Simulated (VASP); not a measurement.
# GaP (R-3m) in VASP: single point with PBEsol

Aim: the single point of GaP with PBEsol.

All numbers are computed with VASP 6.6.1; they aren't measurements. Logs are shortened: lines on timing, memory, paths and dates and some standing lists are left out, and cuts for length are marked.

## (1) The cell of the first run

It takes space group R-3m (No. 166, trigonal). The conventional cell has a = 3.886 Å, b = 3.886 Å, c = 19.292 Å, α = 90.00°, β = 90.00°, γ = 120.00°. Ga (site symmetry 3m) has 3 P at 2.40 Å and 1 Ga at 2.49 Å within 3.2 Å. Within 2.9 Å of P (site symmetry 3m) lie 1 P at 2.21 Å and 3 Ga at 2.40 Å.

## (2) Single point, PBEsol

Input file INCAR:

```
SYSTEM = GaP
ALGO = Normal
EDIFF = 1E-6
ENCUT = 520
GGA = PS
ISIF = 2
ISMEAR = 1
LASPH = .True.
LCHARG = .False.
LREAL = .False.
LWAVE = .False.
NBANDS = 26
NELM = 100
PREC = Accurate
SIGMA = 0.1
```

Input file KPOINTS:

```
k-points
0
Gamma
  12 12 12
  0 0 0
```

Input file POSCAR:

```
GaP
1.0
    1.9430151755      1.1218003346      6.4308101003
   -1.9430151755      1.1218003346      6.4308101003
    0.0000000000     -2.2436006692      6.4308101003
Ga P
2 2
Direct
    0.4353720000      0.4353720000      0.4353720000
    0.5646280000      0.5646280000      0.5646280000
    0.0573890000      0.0573890000      0.0573890000
    0.9426110000      0.9426110000      0.9426110000
```

Potentials or basis: VASP PAW PBE potentials, release 64 (Ga_d, P).

Command:

```console
$ cat potpaw_PBE.64/Ga_d/POTCAR potpaw_PBE.64/P/POTCAR > POTCAR
$ mpirun -np 1 vasp_std > vasp.out
```

OUTCAR:

```text
SYSTEM = GaP
   EDIFF = 1E-6
   ENCUT = 520
   GGA = PS
   ISIF = 2
   ISMEAR = 1
   LASPH = .True.
   LREAL = .False.
   NELM = 100
   PREC = Accurate

 ion  position               nearest neighbor table
   1  0.435  0.435  0.435-   3 2.40   3 2.40   3 2.40   2 2.49
   2  0.565  0.565  0.565-   4 2.40   4 2.40   4 2.40   1 2.49
   3  0.057  0.057  0.057-   4 2.21   1 2.40   1 2.40   1 2.40
   4  0.943  0.943  0.943-   3 2.21   2 2.40   2 2.40   2 2.40

  LATTYP: Found a trigonal (rhomboedric) cell.
 ALAT       =     6.8109516596
 COS(alpha) =     0.8372328403

  Lattice vectors:

 A1 = (   1.9430151755,   1.1218003346,   6.4308101003)
 A2 = (  -1.9430151755,   1.1218003346,   6.4308101003)
 A3 = (   0.0000000000,  -2.2436006692,   6.4308101003)

Analysis of symmetry for initial positions (statically):
=====================================================================
 Subroutine PRICEL returns:
 Original cell was already a primitive cell.

 Routine SETGRP: Setting up the symmetry group for a
 trigonal (rhombohedral) supercell.

 Subroutine GETGRP returns: Found 12 space group operations
 (whereof 12 operations were pure point group operations)
 out of a pool of 12 trial point group operations.

The static configuration has the point symmetry D_3d.

Analysis of symmetry for dynamics (positions and initial velocities):
=====================================================================
 Subroutine PRICEL returns:
 Original cell was already a primitive cell.

 Routine SETGRP: Setting up the symmetry group for a
 trigonal (rhombohedral) supercell.

 Subroutine GETGRP returns: Found 12 space group operations
 (whereof 12 operations were pure point group operations)
 out of a pool of 12 trial point group operations.

The dynamic configuration has the point symmetry D_3d.

 Subroutine INISYM returns: Found 12 space group operations
 (whereof 12 operations are pure point group operations),
 and found     1 'primitive' translations

----------------------------------------------------------------------------------------

                                     Primitive cell

  volume of cell :      84.1025

  direct lattice vectors                    reciprocal lattice vectors
     1.943015176  1.121800335  6.430810100     0.257332010  0.148570705  0.051833801
    -1.943015176  1.121800335  6.430810100    -0.257332010  0.148570705  0.051833801
     0.000000000 -2.243600669  6.430810100     0.000000000 -0.297141410  0.051833801

  length of vectors
     6.810951660  6.810951660  6.810951660     0.301628514  0.301628514  0.301628514

  position of ions in fractional coordinates (direct lattice)
     0.435372000  0.435372000  0.435372000
     0.564628000  0.564628000  0.564628000
     0.057389000  0.057389000  0.057389000
     0.942611000  0.942611000  0.942611000

  ion indices of the primitive-cell ions
   primitive index   ion index
                 1           1
                 2           2
                 3           3
                 4           4

----------------------------------------------------------------------------------------

 KPOINTS: k-points

Automatic generation of k-mesh.
 Grid dimensions read from file:
 generate k-points for:   12   12   12

 Generating k-lattice:

  Cartesian coordinates                     Fractional coordinates (reciprocal lattice)
     0.021444334  0.012380892  0.004319483     0.083333333 -0.000000000  0.000000000
    -0.021444334  0.012380892  0.004319483    -0.000000000  0.083333333  0.000000000
     0.000000000 -0.024761784  0.004319483     0.000000000  0.000000000  0.083333333

  Length of vectors
     0.025135710  0.025135710  0.025135710

  Shift w.r.t. Gamma in fractional coordinates (k-lattice)
     0.000000000  0.000000000  0.000000000

 Subroutine IBZKPT returns following result:
 ===========================================

 Found    189 irreducible k-points:

 Following reciprocal coordinates:
            Coordinates               Weight
  0.000000  0.000000  0.000000      1.000000
  0.083333  0.000000  0.000000      6.000000
  0.166667  0.000000  0.000000      6.000000
  0.250000  0.000000 -0.000000      6.000000
  0.333333 -0.000000 -0.000000      6.000000
  0.416667  0.000000  0.000000      6.000000
[... 16 lines left out ...]
  0.500000  0.166667 -0.000000     12.000000
 -0.416667  0.166667 -0.000000     12.000000
 [... further k-points ...]
   k-points           NKPTS =    189   k-points in BZ     NKDIM =    189   number of bands    NBANDS=     26
   number of dos      NEDOS =    301   number of ions     NIONS =      4
   total plane-waves  NPLWV = 157464
   dimension x,y,z NGX =    54 NGY =   54 NGZ =   54
   dimension x,y,z NGXF=   108 NGYF=  108 NGZF=  108
   ions per type =               2   2
   NGX,Y,Z   is equivalent  to a cutoff of  13.18, 13.18, 13.18 a.u.
   NGXF,Y,Z  is equivalent  to a cutoff of  26.36, 26.36, 26.36 a.u.
 SYSTEM =  GaP
   PREC   = accura    normal or accurate (medium, high low for compatibility)
   ISTART =      0    job   : 0-new  1-cont  2-samecut
   ICHARG =      2    charge: 1-file 2-atom 10-const
   ISPIN  =      1    spin polarized calculation?
   LNONCOLLINEAR =      F non collinear calculations
   LSORBIT =      F    spin-orbit coupling
   LASPH  =      T    aspherical Exc in radial PAW
   ENCUT  =  520.0 eV  38.22 Ry    6.18 a.u.  12.66 12.66 12.66*2*pi/ulx,y,z
   NELM   =    100;   NELMIN=  2; NELMDL= -5     # of ELM steps
   EDIFF  = 0.1E-05   stopping-criterion for ELM
   LREAL  =      F    real-space projection
   EDIFFG = 0.1E-04   stopping-criterion for IOM
   NSW    =      0    number of steps for IOM
   IBRION =     -1    ionic relax: 0-MD 1-quasi-New 2-CG
   NFREE  =      0    steps in history (QN), initial steepest desc. (CG)
   ISIF   =      2    stress and relaxation
   ISYM   =      2    0-nonsym 1-usesym 2-fastsym
   POTIM  = 0.5000    time-step for ionic-motion
   TEBEG  =    0.0;   TEEND  =   0.0 temperature during run
   PSTRESS=    0.0 pullay stress
   NELECT =      36.0000    total number of electrons
   NUPDOWN=      -1.0000    fix difference up-down
   EMIN   =  10.00;   EMAX   =-10.00  energy-range for DOS
   EFERMI =   0.00;   METHOD = LEGACY
   ISMEAR =     1;   SIGMA  =   0.10  broadening in eV -4-tet -1-fermi 0-gaus
   EFERMI_NEDOS =   21; number of points for ismear=-14 and -15
   IALGO  =     38    algorithm
   IMIX   =      4    mixing-type and parameters
     AMIX     =   0.40;   BMIX     =  1.00
     AMIX_MAG =   1.60;   BMIX_MAG =  1.00
  volume/ion in A,a.u.               =      21.03       141.89
  Fermi-wavevector in a.u.,A,eV,Ry     =   1.233785  2.331515 20.711129  1.522225
  Thomas-Fermi vector in A             =   2.368501
   LORBIT       =      0    0 simple, 1 ext, 2 COOP (PROOUT), +10 PAW based schemes
   GGA     = PS    functional components
   LHFCALC =     F    Hartree Fock is set to
   AEXX    =    0.0000 exact exchange contribution
   IVDW    =     0    specifies the selected vdW correction
   LEPSILON=     F    determine dielectric tensor
   LRPA    =     F    only Hartree local field effects (RPA)
 non-spin polarized calculation
 Methfessel and Paxton  Order N= 1 SIGMA  =   0.10
  energy-cutoff  :      520.00
  volume of cell :       84.10
 maximum number of plane-waves:      2282
 NGX is ok and might be reduce to    54
   NGX = 25   NGY = 25   NGZ = 25

 number of electron      36.0000008 magnetization

 Free energy of the ion-electron system (eV)
  ---------------------------------------------------
  ext. energy  EPLUGINS =         0.00000000
  ---------------------------------------------------
  free energy    TOTEN  =       -19.30265440 eV

  energy without entropy =      -19.30279083  energy(sigma->0) =      -19.30269988

 E-fermi :   4.5668     XC(G=0):  -9.8540

 val. band max:        4.5271929872   @ k =   0.0000   0.0000   0.0000
 cond. band min:       5.2692446034   @ k =   0.5000   0.5000   0.0000
 fundamental gap:      0.7420516161
 Fermi energy:         4.5668387887

 k-point     1 :       0.0000    0.0000    0.0000
  band No.  band energies     occupation
      1     -10.2171      2.00000
      2     -10.0899      2.00000
      3     -10.0899      2.00000
      4     -10.0762      2.00000
      5     -10.0762      2.00000
      6     -10.0240      2.00000
[... 18 lines left out ...]
     25       8.8639      0.00000
     26      12.3884      0.00000

 k-point     2 :       0.0833    0.0000    0.0000
  band No.  band energies     occupation
      1     -10.2156      2.00000
      2     -10.0987      2.00000
      3     -10.0890      2.00000
      4     -10.0804      2.00000
      5     -10.0732      2.00000
      6     -10.0252      2.00000
[... 18 lines left out ...]
     25       9.1059      0.00000
     26      12.8714      0.00000

 k-point     3 :       0.1667    0.0000    0.0000
  band No.  band energies     occupation
      1     -10.2117      2.00000
      2     -10.1209      2.00000
      3     -10.0910      2.00000
      4     -10.0870      2.00000
      5     -10.0651      2.00000
      6     -10.0287      2.00000
[... 18 lines left out ...]
     25       9.7619      0.00000
     26      12.0837      0.00000

 k-point     4 :       0.2500    0.0000   -0.0000
  band No.  band energies     occupation
      1     -10.2073      2.00000
      2     -10.1474      2.00000
      3     -10.1033      2.00000
      4     -10.0849      2.00000
      5     -10.0541      2.00000
      6     -10.0338      2.00000
[... 18 lines left out ...]
     25      10.6389      0.00000
     26      11.5964      0.00000
[... 496 lines left out ...]
      1     -10.1997      2.00000
      2     -10.1710      2.00000
      3     -10.1200      2.00000
      4     -10.0811      2.00000
      5     -10.0555      2.00000
      6     -10.0272      2.00000
[... 18 lines left out ...]
     25      10.1420      0.00000
     26      12.4209      0.00000

 k-point    23 :       0.5000    0.1667   -0.0000
  band No.  band energies     occupation
      1     -10.1976      2.00000
      2     -10.1830      2.00000
      3     -10.1242      2.00000
      4     -10.0807      2.00000
      5     -10.0557      2.00000
      6     -10.0248      2.00000
[... 18 lines left out ...]
     25      11.0175      0.00000
     26      12.4084      0.00000

 k-point    24 :      -0.4167    0.1667   -0.0000
  band No.  band energies     occupation
      1     -10.2000      2.00000
      2     -10.1840      2.00000
      3     -10.1261      2.00000
      4     -10.0809      2.00000
      5     -10.0556      2.00000
      6     -10.0237      2.00000
[... 18 lines left out ...]
     25      11.5984      0.00000
     26      12.2076      0.00000

 [... further k-points ...]

------------------------ aborting loop because EDIFF is reached ----------------------------------------

  FORCE on cell =-STRESS in cart. coord.  units (eV):
  Direction    XX          YY          ZZ          XY          YZ          ZX
  --------------------------------------------------------------------------------------
  -------------------------------------------------------------------------------------
  Total       -1.5599695     -1.5599695     -1.3668110      0.0000000      0.0000000      0.0000000
  in kB      -29.7178912    -29.7178912    -26.0381631      0.0000000      0.0000000      0.0000000
  external PRESSURE =     -28.4913152 kB  Pullay stress =       0.0000000 kB

 VOLUME and BASIS-vectors are now :
 -----------------------------------------------------------------------------
  energy-cutoff  :      520.00
  volume of cell :       84.10
      direct lattice vectors                 reciprocal lattice vectors
     1.943015176  1.121800335  6.430810100     0.257332010  0.148570705  0.051833801
    -1.943015176  1.121800335  6.430810100    -0.257332010  0.148570705  0.051833801
     0.000000000 -2.243600669  6.430810100     0.000000000 -0.297141410  0.051833801

 POSITION                                       TOTAL-FORCE (eV/Angst)
 -----------------------------------------------------------------------------------
      0.00000      0.00000      8.39938         0.000000      0.000000      0.047827
      0.00000      0.00000     10.89305         0.000000     -0.000000     -0.047827
      0.00000      0.00000      1.10717         0.000000     -0.000000      0.083891
      0.00000      0.00000     18.18526         0.000000      0.000000     -0.083891
 -----------------------------------------------------------------------------------
    total drift:                                0.000000      0.000000      0.000000

  FREE ENERGIE OF THE ION-ELECTRON SYSTEM (eV)
  ---------------------------------------------------
  free  energy   TOTEN  =       -19.3026543976 eV

  energy  without entropy=      -19.3027908305  energy(sigma->0) =      -19.30269988
```

Run time: 7.5 min. Hardware: 1 thread of Intel Xeon 6975P-C (Granite Rapids), shared host; peak memory 0.61 GiB.

What came out:

- Free energy: -19.3027 eV
- Pressure: -2.8 GPa
- Largest force: 0.084 eV/Å
- Band gap on the k mesh: 0.74 eV (least direct gap 1.01 eV)

Forces in eV/Å, atoms in the order of the input:
```
Ga   0.000  0.000  0.048
Ga   0.000  0.000 -0.048
P    0.000  0.000  0.084
P    0.000  0.000 -0.084
```

Caveat: the PAW data sets were made with another functional, which shifts forces and pressure a little. A k mesh can miss the band edges.
